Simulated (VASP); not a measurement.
# ZnS in VASP: further runs, part 2 of 2

VASP 6.6.1. The steps go on from the part before.

## 3. Single point, r2SCAN (epitaxial 111 strain +0.5%)

Contents of POSCAR:

```
ZnS
1.0
   -0.0134704292      2.6940858334      2.6940858334
    2.6940858334     -0.0134704292      2.6940858334
    2.6940858334      2.6940858334     -0.0134704292
Zn S
1 1
Direct
   -0.0004348165     -0.0004348165     -0.0004348165
    0.2504348165      0.2504348165      0.2504348165
```

Contents of INCAR.step1:

```
  PREC = Accurate
  ENCUT = 520
  ISMEAR = 0
  SIGMA = 0.01
  LREAL = F
  LASPH = T
  NELM = 60
  NBANDS = 16
  GGA = PE
  ALGO = Normal
  EDIFF = 1E-4
  LWAVE = T
  LCHARG = F
```

Contents of INCAR.step2:

```
  PREC = Accurate
  ENCUT = 520
  EDIFF = 1E-7
  ISMEAR = 0
  SIGMA = 0.01
  LREAL = F
  LASPH = T
  NELM = 60
  ALGO = Normal
  ISIF = 2
  LWAVE = F
  LCHARG = T
  METAGGA = R2SCAN
  LMIXTAU = T
  LELF = T
  LVHAR = T
  NBANDS = 16
  ISTART = 1
```

Contents of KPOINTS:

```
regular mesh
0
Gamma
  8 8 8
```

Potentials or basis: VASP PAW PBE potentials, release 64 (Zn, S).

Started as:

```bash
$ cat potpaw_PBE.64/Zn/POTCAR potpaw_PBE.64/S/POTCAR > POTCAR
$ cp INCAR.step1 INCAR
$ mpirun -np 1 vasp_std > vasp.out
$ cp INCAR.step2 INCAR
$ mpirun -np 1 vasp_std > vasp.out
```

Run time: 69 s. Hardware: 1 thread of Intel Xeon 6975P-C (Granite Rapids), shared host; peak memory 0.18 GiB.

The run converged. Its results:

- Free energy: -18.8653 eV
- Pressure: -0.5 GPa
- Largest force: 0.004 eV/Å
- Band gap on the k mesh: 2.65 eV, direct

Forces on the atoms (eV/Å):
```
Zn  -0.002 -0.002 -0.002
S    0.002  0.002  0.002
```

Stress tensor (GPa, compression positive):
```
-0.50  0.25  0.25
 0.25 -0.50  0.25
 0.25  0.25 -0.50
```

Levels at points of the mesh, in eV from the valence-band top:
```csv
k point,band 7,band 8,band 9,band 10,band 11,band 12
"(0.00, 0.00, 0.00)",-0.04,-0.04,0.00,2.65,6.84,6.84
"(0.50, 0.00, 0.00)",-5.43,-0.92,-0.89,3.81,7.37,7.40
"(0.50, 0.50, 0.00)",-4.65,-2.34,-2.29,3.70,4.46,11.74
"(0.50, 0.50, 0.50)",-5.42,-0.94,-0.94,3.73,7.32,7.32
```

Caveat: the cell differs from its parent crystal (epitaxial 111 strain +0.5%); the PAW data sets were made with another functional, which shifts forces and pressure a little.

## 4. Single point, r2SCAN (strain along [111] +5.0%)

Contents of POSCAR:

```
ZnS
1.0
    0.0898028611      2.7838886945      2.7838886945
    2.7838886945      0.0898028611      2.7838886945
    2.7838886945      2.7838886945      0.0898028611
Zn S
1 1
Direct
    0.0020988294      0.0020988294      0.0020988294
    0.2479011706      0.2479011706      0.2479011706
```

INCAR.step1 is that of step 3.

Contents of INCAR.step2:

```
  PREC = Accurate
  ENCUT = 520
  EDIFF = 1E-6
  ISMEAR = 0
  SIGMA = 0.01
  LREAL = F
  LASPH = T
  NELM = 60
  ALGO = Normal
  ISIF = 2
  LWAVE = F
  LCHARG = F
  METAGGA = R2SCAN
  LMIXTAU = T
  NBANDS = 16
  ISTART = 1
```

Contents of KPOINTS:

```
Automatic mesh
0
Gamma
  8 8 8
```

Potentials or basis: VASP PAW PBE potentials, release 64 (Zn, S).

Started as:

```bash
$ cat potpaw_PBE.64/Zn/POTCAR potpaw_PBE.64/S/POTCAR > POTCAR
$ cp INCAR.step1 INCAR
$ mpirun -np 1 vasp_std > vasp.out
$ cp INCAR.step2 INCAR
$ mpirun -np 1 vasp_std > vasp.out
```

OUTCAR:

```text
PREC = Accurate
   ENCUT = 520
   EDIFF = 1E-6
   ISMEAR = 0
   LREAL = F
   LASPH = T
   NELM = 60
   ISIF = 2
   METAGGA = R2SCAN
   ISTART = 1

 ion  position               nearest neighbor table
   1  0.002  0.002  0.002-   2 2.36   2 2.36   2 2.36   2 2.41
   2  0.248  0.248  0.248-   1 2.36   1 2.36   1 2.36   1 2.41

  LATTYP: Found a trigonal (rhomboedric) cell.
 ALAT       =     3.9380372117
 COS(alpha) =     0.5319812792

  Lattice vectors:

 A1 = (   0.0898028611,   2.7838886945,   2.7838886945)
 A2 = (   2.7838886945,   0.0898028611,   2.7838886945)
 A3 = (   2.7838886945,   2.7838886945,   0.0898028611)

Analysis of symmetry for initial positions (statically):
=====================================================================
 Subroutine PRICEL returns:
 Original cell was already a primitive cell.

 Routine SETGRP: Setting up the symmetry group for a
 trigonal (rhombohedral) supercell.

 Subroutine GETGRP returns: Found  6 space group operations
 (whereof  6 operations were pure point group operations)
[... 156 lines left out ...]

 Free energy of the ion-electron system (eV)
  ---------------------------------------------------
  ext. energy  EPLUGINS =         0.00000000
  ---------------------------------------------------
  free energy    TOTEN  =       -18.82483430 eV

  energy without entropy =      -18.82483430  energy(sigma->0) =      -18.82483430

 E-fermi :   1.6831     XC(G=0): -10.0841

 val. band max:        1.5517977849   @ k =   0.0000   0.0000   0.0000
 cond. band min:       3.9053485384   @ k =   0.0000   0.0000   0.0000
 fundamental gap:      2.3535507535
 Fermi energy:         1.6830634731

 k-point     1 :       0.0000    0.0000    0.0000
  band No.  band energies     occupation
      1     -11.9268      2.00000
      2      -4.8918      2.00000
      3      -4.8795      2.00000
      4      -4.8795      2.00000
      5      -4.3917      2.00000
      6      -4.3917      2.00000
[... 433 lines left out ...]
      3      -4.7841      2.00000
      4      -4.7445      2.00000
      5      -4.3992      2.00000
      6      -4.3727      2.00000
[... 8 lines left out ...]
     15      13.9736      0.00000
     16      15.0710      0.00000

 [... further k-points ...]
[... 5 lines left out ...]
  --------------------------------------------------------------------------------------
  -------------------------------------------------------------------------------------
  Total       -0.8525951     -0.8525951     -0.8525951     -0.4131740     -0.4131740     -0.4131740
  in kB      -33.2659412    -33.2659412    -33.2659412    -16.1209256    -16.1209256    -16.1209256
  external PRESSURE =     -33.2659412 kB  Pullay stress =       0.0000000 kB

 VOLUME and BASIS-vectors are now :
 -----------------------------------------------------------------------------
  energy-cutoff  :      520.00
  volume of cell :       41.06
      direct lattice vectors                 reciprocal lattice vectors
     0.089802861  2.783888694  2.783888694    -0.188537611  0.182645811  0.182645811
     2.783888694  0.089802861  2.783888694     0.182645811 -0.188537611  0.182645811
     2.783888694  2.783888694  0.089802861     0.182645811  0.182645811 -0.188537611

 POSITION                                       TOTAL-FORCE (eV/Angst)
 -----------------------------------------------------------------------------------
      0.01187      0.01187      0.01187         0.006627      0.006627      0.006627
      1.40252      1.40252      1.40252        -0.006627     -0.006627     -0.006627
 -----------------------------------------------------------------------------------
    total drift:                                0.006444      0.006444      0.006445

  FREE ENERGIE OF THE ION-ELECTRON SYSTEM (eV)
  ---------------------------------------------------
  free  energy   TOTEN  =       -18.8248342963 eV

  energy  without entropy=      -18.8248342963  energy(sigma->0) =      -18.82483430
```

OSZICAR.step1:

```text
N       E                     dE             d eps       ncg     rms          rms(c)
DAV:   1     0.899648189289E+02    0.89965E+02   -0.89932E+03  2080   0.134E+03
DAV:   2    -0.130479797282E+01   -0.91270E+02   -0.85745E+02  2360   0.259E+02
DAV:   3    -0.719981463355E+01   -0.58950E+01   -0.58704E+01  2600   0.643E+01
DAV:   4    -0.726293269963E+01   -0.63118E-01   -0.63102E-01  2568   0.697E+00
DAV:   5    -0.726369837049E+01   -0.76567E-03   -0.76564E-03  2640   0.724E-01    0.640E+00
DAV:   6    -0.685122902931E+01    0.41247E+00   -0.74014E-01  3128   0.294E+01    0.503E+00
DAV:   7    -0.683179995930E+01    0.19429E-01   -0.23967E-01  2536   0.433E+00    0.258E+00
DAV:   8    -0.683103488973E+01    0.76507E-03   -0.50579E-03  2576   0.752E-01    0.654E-01
DAV:   9    -0.683131369646E+01   -0.27881E-03   -0.11623E-03  2544   0.274E-01    0.103E-01
DAV:  10    -0.683148717038E+01   -0.17347E-03   -0.20384E-04  2536   0.143E-01    0.521E-02
DAV:  11    -0.683148225379E+01    0.49166E-05   -0.36170E-05  1352   0.970E-02
   1 F= -.68314823E+01 E0= -.68314823E+01  d E =-.147658E-20
```

Wall time 81 s (1 thread of Intel Xeon 6975P-C (Granite Rapids), shared host); peak memory 0.19 GiB.

What came out:

| Item | Value |
| --- | --- |
| Free energy | -18.8248 eV |
| Pressure | -3.3 GPa |
| Largest force | 0.011 eV/Å |
| Band gap on the k mesh | 2.35 eV, direct |

Forces in eV/Å, atoms in the order of the input:
```
Zn   0.007  0.007  0.007
S   -0.007 -0.007 -0.007
```

Levels at points of the mesh, in eV from the valence-band top:
```
           k point  band 5  band 6  band 7  band 8  band 9  band 10  band 11  band 12  band 13  band 14
(0.00, 0.00, 0.00)   -5.94   -5.94   -0.26    0.00    0.00     2.35     6.49     7.07     7.07    12.19
(0.50, 0.00, 0.00)   -5.91   -5.75   -5.18   -1.06   -0.88     3.51     7.14     7.36     9.17    12.54
(0.50, 0.50, 0.00)   -5.87   -5.75   -4.54   -2.37   -2.05     3.63     4.49    11.19    12.39    12.60
(0.50, 0.50, 0.50)   -5.92   -5.81   -5.28   -0.74   -0.74     4.02     7.60     7.60     9.00    12.70
```

Caveat: the cell differs from its parent crystal (strain along [111] +5.0%); the PAW data sets were made with another functional, which shifts forces and pressure a little.

## 5. Overview

```csv
cell,gap on the mesh (eV),pressure (GPa)
"a = 3.753, b = 3.753, c = 3.810 Å, angles 59.5, 59.5, 61.0°, 2 atoms",2.79,2.6
"a = 3.810 Å, angles 60.3°, 2 atoms",2.65,-0.5
"a = 3.938 Å, angles 57.9°, 2 atoms",2.35,-3.3
```

Alike in all rows: task single point; level r2SCAN; potentials or basis VASP PAW PBE potentials, release 64 (Zn, S); no spin polarisation; k mesh 8 × 8 × 8; cutoff (eV) 520; smearing gaussian 0.01 eV.

Caveats: the PAW data sets were made with another functional, which shifts forces and pressure a little.

Total energies depend on the potentials used, so only differences within one code and one set of settings carry meaning.
